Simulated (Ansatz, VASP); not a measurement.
# PtSe2 in VASP and in Ansatz

File INCAR:

```
SYSTEM = PtSe2
ALGO     = Normal         ! electronic algorithm
EDIFF    = 1E-6           ! SCF threshold, eV
ENCUT    = 520            ! plane-wave cutoff, eV
GGA      = PS             ! functional
ISIF     = 2              ! what is computed and relaxed
ISMEAR   = 0              ! smearing method
IVDW     = 12             ! dispersion correction
LASPH    = .True.         ! aspherical terms in the spheres
LCHARG   = .True.         ! write CHGCAR
LELF     = .True.         ! ELF
LREAL    = .False.        ! projectors in reciprocal space
LVHAR    = .True.       
LWAVE    = .False.        ! write WAVECAR
NBANDS   = 18             ! bands
NELM     = 60             ! most SCF steps
PREC     = Accurate       ! precision mode
SIGMA    = 0.15           ! smearing width, eV
```

KPOINTS

```
k-points
0
Gamma
  12 12 8
  0 0 0
```

Contents of POSCAR:

```
PtSe2
1.0
    3.4584497593      0.0000000000      0.0000000000
   -1.7292248796      2.9951053492      0.0000000000
    0.0000000000      0.0000000000      4.6296715343
Pt Se
1 2
Direct
    0.0000000000      0.0000000000      0.0000000000
    0.3333333333      0.6666666667      0.2721511594
    0.6666666667      0.3333333333      0.7278488406
```

Input for Ansatz:

```yaml
crystal:
  lattice:
    - [3.4584497593, 0.0, 0.0]
    - [-1.7292248796, 2.9951053492, 0.0]
    - [0.0, 0.0, 4.6296715343]
  atoms:
    - { symbol: Pt, position: [0.0, 0.0, 0.0] }
    - { symbol: Se, position: [0.3333333333, 0.6666666667, 0.2721511594] }
    - { symbol: Se, position: [0.6666666667, 0.3333333333, 0.7278488406] }
basis:
  ecutwfc: 420
kpoints:
  mp_grid: { grid: [12, 12, 8] }
hamiltonian:
  xc: pbesol
  pseudopotentials: { kind: paw, azcp: { folder: soft_1 } }
  dispersion: d3bj
scf:
  occupations: { method: gaussian, width: 0.15 }
output:
  forces: true
  stress: true
  eigenvalues: true
```

Change from the starting cell: normal strain along x -0.0750, normal strain along y -0.0750.

Alike in both runs: task single point; functional PBEsol; dispersion D3(BJ); k mesh 12 × 12 × 8; occupations gaussian, width 0.15 eV; no spin polarisation.

|  | VASP | Ansatz |
| --- | --- | --- |
| version | VASP 6.6.1 | Ansatz 0.2.0 |
| potentials or method | VASP PAW PBE potentials, release 64 (Pt, Se), cutoff 520 eV | scalar-relativistic, plane waves, PAW |
| valence electrons in the cell | 22 | 50 |

```csv
,VASP,Ansatz,Ansatz less VASP
gap on the k mesh at the Fermi level (eV),none,none,-
pressure (GPa),38.3,37.7,-0.59
"traceless stress, the component that is largest in VASP (GPa)",-11.52,-11.41,+0.112
rms of the force components (eV/Å),1.131,1.107,-0.0233
```

VASP's potentials were made for PBE, not for PBEsol, and Ansatz warns of the same on its side. Atom by atom the forces differ by 0.023 eV/Å (rms over components). A gap of «none» marks a metal or a gap that the smearing closes. Both programs put the cell under a high pressure, so it lies far from rest at this level. VASP's potentials hold 22 valence electrons a cell and Ansatz's 50, so a difference there can come from the potentials and not from the codes.

Neither program's run includes spin-orbit coupling.
